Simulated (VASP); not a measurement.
# Sb in VASP: single point with PBE+D3(BJ)

Aim: the single point of Sb with PBE+D3(BJ).

All numbers are computed with VASP 6.6.1; they aren't measurements. Logs are shortened: lines on timing, memory, paths and dates and some standing lists are left out, and cuts for length are marked.

## 1. The cell of the first run

The cell holds a slab with vacuum, 4 atoms: a = 4.069 Å, b = 4.069 Å, c = 20.800 Å, α = 90.00°, β = 90.00°, γ = 120.00°.

## 2. Single point, PBE+D3(BJ) (layers slid over each other)

The input, INCAR:

```
SYSTEM = Sb
PREC = Accurate
ENCUT = 400
EDIFF = 1E-6
ISMEAR = 0
SIGMA = 0.05
LREAL = .FALSE.
LASPH = .TRUE.
NELM = 120
ALGO = Normal
ISIF = 2
LWAVE = .FALSE.
LCHARG = .TRUE.
LDIPOL = .TRUE.
IDIPOL = 3
DIPOL = 0.5 0.5 0.388
GGA = PE
IVDW = 12
LELF = .TRUE.
LVHAR = .TRUE.
LVACPOTAV = .TRUE.
NBANDS = 38
GGA_COMPAT = .FALSE.
NELMDL = -8
```

The input, KPOINTS:

```
Automatic mesh
0
G
  9 9 1
  0 0 0
```

The input, POSCAR:

```
Sb
1.0
    4.0686848921      0.0000000000      0.0000000000
   -2.0343424461      3.5235844766      0.0000000000
    0.0000000000      0.0000000000     20.8000277116
Sb
4
Direct
    0.3333333333      0.6666666667      0.2956733491
    0.6666666667      0.3333333333      0.2163458656
    1.0000000000      1.0000000000      0.5600967399
    0.6666666667      1.3333333333      0.4807692564
```

Potentials or basis: VASP PAW PBE potentials, release 64 (Sb_d_GW).

Launch:

```console
$ cat potpaw_PBE.64/Sb_d_GW/POTCAR > POTCAR
$ mpirun -np 1 vasp_std > vasp.out
```

OUTCAR:

```text
SYSTEM = Sb
   PREC = Accurate
   ENCUT = 400
   EDIFF = 1E-6
   ISMEAR = 0
   LREAL = .FALSE.
   LASPH = .TRUE.
   NELM = 120
   ISIF = 2
   GGA = PE
   IVDW = 12
   NELMDL = -8
 IVDW          = 12

 ion  position               nearest neighbor table
   1  0.333  0.667  0.296-   2 2.87   2 2.87   2 2.87
   2  0.667  0.333  0.216-   1 2.87   1 2.87   1 2.87
   3  0.000  0.000  0.560-   4 2.87   4 2.87   4 2.87
   4  0.667  0.333  0.481-   3 2.87   3 2.87   3 2.87

  LATTYP: Found a hexagonal cell.
 ALAT       =     4.0686848921
 C/A-ratio  =     5.1122237930

  Lattice vectors:

 A1 = (   4.0686848921,   0.0000000000,   0.0000000000)
 A2 = (  -2.0343424461,   3.5235844766,   0.0000000000)
 A3 = (   0.0000000000,   0.0000000000,  20.8000277116)

Analysis of symmetry for initial positions (statically):
=====================================================================
 Subroutine PRICEL returns:
 Original cell was already a primitive cell.

 Routine SETGRP: Setting up the symmetry group for a
 hexagonal supercell.

 Subroutine GETGRP returns: Found  6 space group operations
 (whereof  6 operations were pure point group operations)
 out of a pool of 24 trial point group operations.

The static configuration has the point symmetry C_3v.

Analysis of symmetry for dynamics (positions and initial velocities):
=====================================================================
 Subroutine PRICEL returns:
 Original cell was already a primitive cell.

 Routine SETGRP: Setting up the symmetry group for a
 hexagonal supercell.

 Subroutine GETGRP returns: Found  6 space group operations
 (whereof  6 operations were pure point group operations)
 out of a pool of 24 trial point group operations.

The dynamic configuration has the point symmetry C_3v.

 Subroutine INISYM returns: Found  6 space group operations
 (whereof  6 operations are pure point group operations),
 and found     1 'primitive' translations

----------------------------------------------------------------------------------------

                                     Primitive cell

  volume of cell :     298.1966

  direct lattice vectors                    reciprocal lattice vectors
     4.068684892  0.000000000  0.000000000     0.245779663  0.141900954  0.000000000
    -2.034342446  3.523584477  0.000000000     0.000000000  0.283801909  0.000000000
     0.000000000  0.000000000 20.800027712     0.000000000  0.000000000  0.048076859

  length of vectors
     4.068684892  4.068684892 20.800027712     0.283801909  0.283801909  0.048076859

  position of ions in fractional coordinates (direct lattice)
     0.333333333  0.666666667  0.295673349
     0.666666667  0.333333333  0.216345866
     0.000000000  0.000000000  0.560096740
     0.666666667  0.333333333  0.480769256

  ion indices of the primitive-cell ions
   primitive index   ion index
                 1           1
                 2           2
                 3           3
                 4           4

----------------------------------------------------------------------------------------

 KPOINTS: Automatic mesh

Automatic generation of k-mesh.
 Grid dimensions read from file:
 generate k-points for:    9    9    1

 Generating k-lattice:

  Cartesian coordinates                     Fractional coordinates (reciprocal lattice)
     0.027308851  0.015766773  0.000000000     0.111111111 -0.000000000  0.000000000
     0.000000000  0.031533545  0.000000000     0.000000000  0.111111111  0.000000000
     0.000000000  0.000000000  0.048076859     0.000000000  0.000000000  1.000000000

  Length of vectors
     0.031533545  0.031533545  0.048076859

  Shift w.r.t. Gamma in fractional coordinates (k-lattice)
     0.000000000  0.000000000  0.000000000

 Subroutine IBZKPT returns following result:
 ===========================================

 Found     12 irreducible k-points:

 Following reciprocal coordinates:
            Coordinates               Weight
  0.000000  0.000000  0.000000      1.000000
  0.111111 -0.000000  0.000000      6.000000
  0.222222 -0.000000  0.000000      6.000000
  0.333333 -0.000000  0.000000      6.000000
  0.444444 -0.000000  0.000000      6.000000
  0.111111  0.111111  0.000000      6.000000
  0.222222  0.111111  0.000000     12.000000
  0.333333  0.111111  0.000000     12.000000
  0.444444  0.111111  0.000000      6.000000
  0.222222  0.222222  0.000000      6.000000
  0.333333  0.222222  0.000000     12.000000
  0.333333  0.333333  0.000000      2.000000
   k-points           NKPTS =     12   k-points in BZ     NKDIM =     12   number of bands    NBANDS=     38
   number of dos      NEDOS =    301   number of ions     NIONS =      4
   total plane-waves  NPLWV = 109760
   dimension x,y,z NGX =    28 NGY =   28 NGZ =  140
   dimension x,y,z NGXF=    56 NGYF=   56 NGZF=  280
   ions per type =               4
   NGX,Y,Z   is equivalent  to a cutoff of  11.44, 11.44, 11.19 a.u.
   NGXF,Y,Z  is equivalent  to a cutoff of  22.88, 22.88, 22.38 a.u.
 SYSTEM =  Sb
   PREC   = accura    normal or accurate (medium, high low for compatibility)
   ISTART =      0    job   : 0-new  1-cont  2-samecut
   ICHARG =      2    charge: 1-file 2-atom 10-const
   ISPIN  =      1    spin polarized calculation?
   LNONCOLLINEAR =      F non collinear calculations
   LSORBIT =      F    spin-orbit coupling
   LASPH  =      T    aspherical Exc in radial PAW
   ENCUT  =  400.0 eV  29.40 Ry    5.42 a.u.   6.63  6.63 33.92*2*pi/ulx,y,z
   NELM   =    120;   NELMIN=  2; NELMDL= -8     # of ELM steps
   EDIFF  = 0.1E-05   stopping-criterion for ELM
   LREAL  =      F    real-space projection
   EDIFFG = 0.1E-04   stopping-criterion for IOM
   NSW    =      0    number of steps for IOM
   IBRION =     -1    ionic relax: 0-MD 1-quasi-New 2-CG
   NFREE  =      0    steps in history (QN), initial steepest desc. (CG)
   ISIF   =      2    stress and relaxation
   ISYM   =      2    0-nonsym 1-usesym 2-fastsym
   POTIM  = 0.5000    time-step for ionic-motion
   TEBEG  =    0.0;   TEEND  =   0.0 temperature during run
   PSTRESS=    0.0 pullay stress
   NELECT =      60.0000    total number of electrons
   NUPDOWN=      -1.0000    fix difference up-down
   EMIN   =  10.00;   EMAX   =-10.00  energy-range for DOS
   EFERMI =   0.00;   METHOD = LEGACY
   ISMEAR =     0;   SIGMA  =   0.05  broadening in eV -4-tet -1-fermi 0-gaus
   EFERMI_NEDOS =   21; number of points for ismear=-14 and -15
   IALGO  =     38    algorithm
   IMIX   =      4    mixing-type and parameters
     AMIX     =   0.40;   BMIX     =  1.00
     AMIX_MAG =   1.60;   BMIX_MAG =  1.00
  volume/ion in A,a.u.               =      74.55       503.08
  Fermi-wavevector in a.u.,A,eV,Ry     =   0.959307  1.812828 12.521037  0.920270
  Thomas-Fermi vector in A             =   2.088492
   LORBIT       =      0    0 simple, 1 ext, 2 COOP (PROOUT), +10 PAW based schemes
   GGA     = PE    functional components
   LHFCALC =     F    Hartree Fock is set to
   AEXX    =    0.0000 exact exchange contribution
   IVDW    =    12    specifies the selected vdW correction
   LEPSILON=     F    determine dielectric tensor
   LRPA    =     F    only Hartree local field effects (RPA)
 non-spin polarized calculation
 Gauss-broadening in eV      SIGMA  =   0.05
  energy-cutoff  :      400.00
  volume of cell :      298.20
 maximum number of plane-waves:      5503
 NGX is ok and might be reduce to    28
   NGX = 13   NGY = 13   NGZ = 67

 dipolmoment           0.000000      0.000000     -0.000003 electrons x Angstroem

 number of electron      60.0000010 magnetization

 dipolmoment           0.000000      0.000000      0.002837 electrons x Angstroem

 Free energy of the ion-electron system (eV)
  ---------------------------------------------------
  ext. energy  EPLUGINS =         0.00000000
  ---------------------------------------------------
  free energy    TOTEN  =       -16.31488504 eV

  energy without entropy =      -16.31488504  energy(sigma->0) =      -16.31488504

 E-fermi :  -0.5675     XC(G=0):  -4.9118

 val. band max:       -0.8554988356   @ k =   0.0000   0.0000   0.0000
 cond. band min:       0.0367482437   @ k =   0.3333  -0.0000   0.0000
 fundamental gap:      0.8922470793
 Fermi energy:        -0.5675299750

 k-point     1 :       0.0000    0.0000    0.0000
  band No.  band energies     occupation
      1     -29.5620      2.00000
      2     -29.5620      2.00000
      3     -29.5309      2.00000
      4     -29.5309      2.00000
      5     -29.4852      2.00000
      6     -29.4852      2.00000
[... 30 lines left out ...]
     37       3.3007      0.00000
     38       3.6038      0.00000

 k-point     2 :       0.1111   -0.0000    0.0000
  band No.  band energies     occupation
      1     -29.5611      2.00000
      2     -29.5554      2.00000
      3     -29.5300      2.00000
      4     -29.5243      2.00000
      5     -29.4844      2.00000
      6     -29.4810      2.00000
[... 30 lines left out ...]
     37       3.4748      0.00000
     38       3.7712      0.00000

 k-point     3 :       0.2222   -0.0000    0.0000
  band No.  band energies     occupation
      1     -29.5586      2.00000
      2     -29.5369      2.00000
      3     -29.5275      2.00000
      4     -29.5059      2.00000
      5     -29.4825      2.00000
      6     -29.4696      2.00000
[... 30 lines left out ...]
     37       3.8480      0.00000
     38       4.1466      0.00000

 k-point     4 :       0.3333   -0.0000    0.0000
  band No.  band energies     occupation
      1     -29.5557      2.00000
      2     -29.5245      2.00000
      3     -29.5120      2.00000
      4     -29.4812      2.00000
      5     -29.4782      2.00000
      6     -29.4529      2.00000
[... 30 lines left out ...]
     37       4.3751      0.00000
     38       4.4331      0.00000
[... 211 lines left out ...]
      4     -29.4723      2.00000
      5     -29.4641      2.00000
      6     -29.4539      2.00000
[... 30 lines left out ...]
     37       4.8719      0.00000
     38       4.9230      0.00000

 k-point    11 :       0.3333    0.2222    0.0000
  band No.  band energies     occupation
      1     -29.5536      2.00000
      2     -29.5225      2.00000
      3     -29.4769      2.00000
      4     -29.4585      2.00000
      5     -29.4465      2.00000
      6     -29.4398      2.00000
[... 30 lines left out ...]
     37       5.0856      0.00000
     38       5.1640      0.00000

 k-point    12 :       0.3333    0.3333    0.0000
  band No.  band energies     occupation
      1     -29.5533      2.00000
      2     -29.5222      2.00000
      3     -29.4573      2.00000
      4     -29.4554      2.00000
      5     -29.4511      2.00000
      6     -29.4276      2.00000
[... 30 lines left out ...]
     37       5.7017      0.00000
     38       5.9795      0.00000

------------------------ aborting loop because EDIFF is reached ----------------------------------------

 Edisp (eV)   -1.16575

 E8    (eV) :    -0.5594

  FORCE on cell =-STRESS in cart. coord.  units (eV):
  Direction    XX          YY          ZZ          XY          YZ          ZX
  --------------------------------------------------------------------------------------
  -------------------------------------------------------------------------------------
  Total      -0.27275    -0.27275    -0.94863     0.00000    -0.00000     0.00000
  in kB      -1.46544    -1.46544    -5.09689     0.00000    -0.00000     0.00000
  external pressure =       -2.68 kB  Pullay stress =        0.00 kB

 VOLUME and BASIS-vectors are now :
 -----------------------------------------------------------------------------
  energy-cutoff  :      400.00
  volume of cell :      298.20
      direct lattice vectors                 reciprocal lattice vectors
     4.068684892  0.000000000  0.000000000     0.245779663  0.141900954  0.000000000
    -2.034342446  3.523584477  0.000000000     0.000000000  0.283801909  0.000000000
     0.000000000  0.000000000 20.800027712     0.000000000  0.000000000  0.048076859

 POSITION                                       TOTAL-FORCE (eV/Angst)
 -----------------------------------------------------------------------------------
     -0.00000      2.34906      6.15001        -0.000000     -0.000000      0.127124
      2.03434      1.17453      4.50000        -0.000000     -0.000000      0.023385
      0.00000      0.00000     11.65003         0.000000     -0.000000     -0.031488
      2.03434      1.17453     10.00001         0.000000      0.000000     -0.119020
 -----------------------------------------------------------------------------------
    total drift:                                0.000000     -0.000001     -0.005807

  FREE ENERGIE OF THE ION-ELECTRON SYSTEM (eV)
  ---------------------------------------------------
  free  energy   TOTEN  =       -17.4806304443 eV

  energy  without entropy=      -17.4806304443  energy(sigma->0) =      -17.48063044

 vacuum level on the upper side and lower side of the slab         3.847         3.811
```

Wall time 3.2 min (1 thread of Intel Xeon Platinum 8375C at 2.90GHz (Ice Lake), shared host); peak memory 0.35 GiB.

What came out:

```
Free energy                : -17.4806 eV
Largest force              : 0.127 eV/Å
Band gap on the k mesh     : 0.89 eV (least direct gap 1.51 eV)
Dispersion energy per atom : -0.291 eV
```

Forces on the atoms (eV/Å):
```
Sb   0.000  0.000  0.127
Sb   0.000  0.000  0.023
Sb   0.000  0.000 -0.031
Sb   0.000  0.000 -0.119
```

Caveat: the cell differs from its parent crystal (layers slid over each other); spin-orbit coupling is left out, which moves the levels of the heavy elements.
